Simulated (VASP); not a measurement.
# Bi (Fm-3m) in VASP: a series of runs

The runs below take Bi through single point, relaxation of cell and atoms, with LDA.

Everything below comes from runs of VASP 6.6.1. Logs are shortened: lines on timing, memory, paths and dates and some standing lists are left out, and cuts for length are marked.

## 1. The cell of the first run

Symmetry: Fm-3m, No. 225, cubic system. Conventional cell: a = 5.034 Å, b = 5.034 Å, c = 5.034 Å, α = 90.00°, β = 90.00°, γ = 90.00°. Bi (site symmetry m-3m) has 12 Bi at 3.56 Å within 4.7 Å.

## 2. Single point, LDA (volume scaled by 1.08)

INCAR

```
ALGO = Normal ; EDIFF = 1E-6
ENCUT = 520 ; GGA = CA
ISIF = 2 ; ISMEAR = -1
LASPH = True ; LCHARG = True
LELF = True ; LREAL = False
LVHAR = True ; LWAVE = False
NBANDS = 14 ; NELM = 100
PREC = Accurate ; SIGMA = 0.1
```

KPOINTS

```
k-points
0
Gamma
  13 13 13
```

POSCAR

```
Bi
1.0
    0.0000000000      2.5171354954      2.5171354954
    2.5171354954      0.0000000000      2.5171354954
    2.5171354954      2.5171354954      0.0000000000
Bi
1
Direct
    0.0000000000      0.0000000000      0.0000000000
```

Potentials or basis: VASP PAW LDA potentials, release 64 (Bi_d).

The run is started by

```
$ cat potpaw_LDA.64/Bi_d/POTCAR > POTCAR
$ mpirun -np 1 vasp_std > vasp.out
```

OUTCAR:

```text
EDIFF = 1E-6
   ENCUT = 520
   GGA = CA
   ISIF = 2
   ISMEAR = -1
   LASPH = True
   LREAL = False
   NELM = 100
   PREC = Accurate

 ion  position               nearest neighbor table
   1  0.000  0.000  0.000-

  LATTYP: Found a face centered cubic cell.
 ALAT       =     5.0342709908

  Lattice vectors:

 A1 = (   0.0000000000,   2.5171354954,   2.5171354954)
 A2 = (   2.5171354954,   0.0000000000,   2.5171354954)
 A3 = (   2.5171354954,   2.5171354954,   0.0000000000)

Analysis of symmetry for initial positions (statically):
=====================================================================
 Subroutine PRICEL returns:
 Original cell was already a primitive cell.

 Routine SETGRP: Setting up the symmetry group for a
 face centered cubic supercell.

 Subroutine GETGRP returns: Found 48 space group operations
 (whereof 48 operations were pure point group operations)
 out of a pool of 48 trial point group operations.

The static configuration has the point symmetry O_h .

Analysis of symmetry for dynamics (positions and initial velocities):
=====================================================================
 Subroutine PRICEL returns:
 Original cell was already a primitive cell.

 Routine SETGRP: Setting up the symmetry group for a
 face centered cubic supercell.

 Subroutine GETGRP returns: Found 48 space group operations
 (whereof 48 operations were pure point group operations)
 out of a pool of 48 trial point group operations.

The dynamic configuration has the point symmetry O_h .

 Subroutine INISYM returns: Found 48 space group operations
 (whereof 48 operations are pure point group operations),
 and found     1 'primitive' translations

----------------------------------------------------------------------------------------

                                     Primitive cell

  volume of cell :      31.8970

  direct lattice vectors                    reciprocal lattice vectors
     0.000000000  2.517135495  2.517135495    -0.198638492  0.198638492  0.198638492
     2.517135495  0.000000000  2.517135495     0.198638492 -0.198638492  0.198638492
     2.517135495  2.517135495  0.000000000     0.198638492  0.198638492 -0.198638492

  length of vectors
     3.559767156  3.559767156  3.559767156     0.344051961  0.344051961  0.344051961

  position of ions in fractional coordinates (direct lattice)
     0.000000000  0.000000000  0.000000000

  ion indices of the primitive-cell ions
   primitive index   ion index
                 1           1

[... 74 lines left out ...]
   NSW    =      0    number of steps for IOM
   IBRION =     -1    ionic relax: 0-MD 1-quasi-New 2-CG
   NFREE  =      0    steps in history (QN), initial steepest desc. (CG)
   ISIF   =      2    stress and relaxation
   ISYM   =      2    0-nonsym 1-usesym 2-fastsym
   POTIM  = 0.5000    time-step for ionic-motion
   TEBEG  =    0.0;   TEEND  =   0.0 temperature during run
   PSTRESS=    0.0 pullay stress
   NELECT =      15.0000    total number of electrons
   NUPDOWN=      -1.0000    fix difference up-down
   EMIN   =  10.00;   EMAX   =-10.00  energy-range for DOS
   EFERMI =   0.00;   METHOD = LEGACY
   ISMEAR =    -1;   SIGMA  =   0.10  broadening in eV -4-tet -1-fermi 0-gaus
   EFERMI_NEDOS =   21; number of points for ismear=-14 and -15
   IALGO  =     38    algorithm
   IMIX   =      4    mixing-type and parameters
     AMIX     =   0.40;   BMIX     =  1.00
     AMIX_MAG =   1.60;   BMIX_MAG =  1.00
  volume/ion in A,a.u.               =      31.90       215.25
  Fermi-wavevector in a.u.,A,eV,Ry     =   1.273079  2.405770 22.051369  1.620730
  Thomas-Fermi vector in A             =   2.405922
   LORBIT       =      0    0 simple, 1 ext, 2 COOP (PROOUT), +10 PAW based schemes
   GGA     = CA    functional components
   LHFCALC =     F    Hartree Fock is set to
   AEXX    =    0.0000 exact exchange contribution
   IVDW    =     0    specifies the selected vdW correction
   LEPSILON=     F    determine dielectric tensor
   LRPA    =     F    only Hartree local field effects (RPA)
 non-spin polarized calculation
  energy-cutoff  :      520.00
  volume of cell :       31.90
 maximum number of plane-waves:       884
   NGX = 13   NGY = 13   NGZ = 13

 number of electron      15.0000000 magnetization

 Free energy of the ion-electron system (eV)
  ---------------------------------------------------
  ext. energy  EPLUGINS =         0.00000000
  ---------------------------------------------------
  free energy    TOTEN  =        -4.38458819 eV

  energy without entropy =       -4.35673247  energy(sigma->0) =       -4.37066033

 E-fermi :   7.4301     XC(G=0): -10.4159

 val. band max:        7.4269371660   @ k =  -0.3077   0.3846   0.1538
 cond. band min:       7.4564757836   @ k =  -0.4615   0.2308   0.0769
 fundamental gap:      0.0295386176
 Fermi energy:         7.4300745381

 k-point     1 :       0.0000    0.0000    0.0000
  band No.  band energies     occupation
      1     -15.5650      2.00000
      2     -15.5650      2.00000
      3     -15.5650      2.00000
      4     -15.4996      2.00000
      5     -15.4996      2.00000
      6      -5.9997      2.00000
      7      12.1642      0.00000
      8      12.1642      0.00000
      9      12.1642      0.00000
     10      16.1157      0.00000
     11      16.5963      0.00000
     12      18.1666      0.00000
     13      18.1666      0.00000
     14      18.1666      0.00000
[... 377 lines left out ...]
      1     -15.5714      2.00000
      2     -15.5375      2.00000
      3     -15.5280      2.00000
      4     -15.4637      2.00000
      5     -15.4295      2.00000
      6      -3.3725      2.00000
      7       3.3291      2.00000
      8       8.6437      0.00001
      9       9.6930      0.00000
     10      14.0474      0.00000
     11      17.4746      0.00000
     12      18.8665      0.00000
     13      19.6517      0.00000
     14      20.3503      0.00000

 [... further k-points ...]
[... 5 lines left out ...]
  --------------------------------------------------------------------------------------
  -------------------------------------------------------------------------------------
  Total       -0.7979821     -0.7979821     -0.7979821     -0.0000000      0.0000000      0.0000000
  in kB      -40.0824216    -40.0824216    -40.0824216     -0.0000000      0.0000000      0.0000000
  external PRESSURE =     -40.0824216 kB  Pullay stress =       0.0000000 kB

 VOLUME and BASIS-vectors are now :
 -----------------------------------------------------------------------------
  energy-cutoff  :      520.00
  volume of cell :       31.90
      direct lattice vectors                 reciprocal lattice vectors
     0.000000000  2.517135495  2.517135495    -0.198638492  0.198638492  0.198638492
     2.517135495  0.000000000  2.517135495     0.198638492 -0.198638492  0.198638492
     2.517135495  2.517135495  0.000000000     0.198638492  0.198638492 -0.198638492

 POSITION                                       TOTAL-FORCE (eV/Angst)
 -----------------------------------------------------------------------------------
      0.00000      0.00000      0.00000         0.000000      0.000000      0.000000
 -----------------------------------------------------------------------------------
    total drift:                               -0.000000     -0.000000     -0.000000

  FREE ENERGIE OF THE ION-ELECTRON SYSTEM (eV)
  ---------------------------------------------------
  free  energy   TOTEN  =        -4.3845881866 eV

  energy  without entropy=       -4.3567324685  energy(sigma->0) =       -4.37066033
```

stdout:

```text
POSCAR found type information on POSCAR Bi
 POSCAR found :  1 types and       1 ions
 scaLAPACK will be used
 LDA part: xc-table for (Slater(with rela. corr.)+CA(PZ))
 , standard interpolation
 POSCAR, INCAR and KPOINTS ok, starting setup
 FFT: planning ... GRIDC
 FFT: planning ... GRID_SOFT
 FFT: planning ... GRID
 WAVECAR not read
 entering main loop
```

Wall time 23 s (1 thread of Intel Xeon Platinum 8488C (Sapphire Rapids), shared host); peak memory 0.16 GiB.

Results:

| Item | Value |
| --- | --- |
| Free energy | -4.3846 eV |
| Pressure | -4.0 GPa |

Caveat: spin-orbit coupling is left out, which moves the levels of the heavy elements.

(Continued in part 2 of 2.)
